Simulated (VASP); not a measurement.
# HfO2: single point with PBE exchange alone

HfO2:

```
Hf O
1.0
     0.00000    2.55750    2.55750
     2.55750    0.00000    2.55750
     2.55750    2.55750    0.00000
Hf O
1 2
Direct
  0.00000 0.00000 0.00000
  0.75000 0.75000 0.75000
  0.25000 0.25000 0.25000
```

```json
{
  "Program": "VASP 6.6.1",
  "Task": "single point",
  "Functional": "PBE exchange alone",
  "Potentials or basis": "VASP PAW PBE potentials, release 64 (Hf_pv, O)",
  "Cutoff": "520 eV",
  "k mesh": "9 × 9 × 9",
  "Occupations": "fermi-dirac, width 0.05 eV",
  "Spin": "no spin polarisation",
  "Dipole correction": "no",
  "Further INCAR settings": "ALGO = Normal; EDIFF = 1e-07; NBANDS = 18"
}
```

| Item | Value |
| --- | --- |
| Pressure | 15.3 GPa |
| Band gap on the k mesh | 3.94 eV (least direct gap 4.06 eV) |

Levels at points of the mesh, in eV from the valence-band top:
| k point | band 8 | band 9 | band 10 | band 11 | band 12 | band 13 | band 14 | band 15 |
| --- | --- | --- | --- | --- | --- | --- | --- | --- |
| (0.00, 0.00, 0.00) | -5.06 | -0.54 | -0.54 | -0.54 | 3.94 | 3.94 | 6.00 | 10.15 |

It took 28 s on 1 thread of Intel Xeon 8259CL (shared host), peak memory 0.17 GiB.

Caveat: the cell stands under pressure; spin-orbit coupling is left out, which moves the levels of the heavy elements; an odd mesh through Γ misses points on the zone boundary, where band edges can lie.
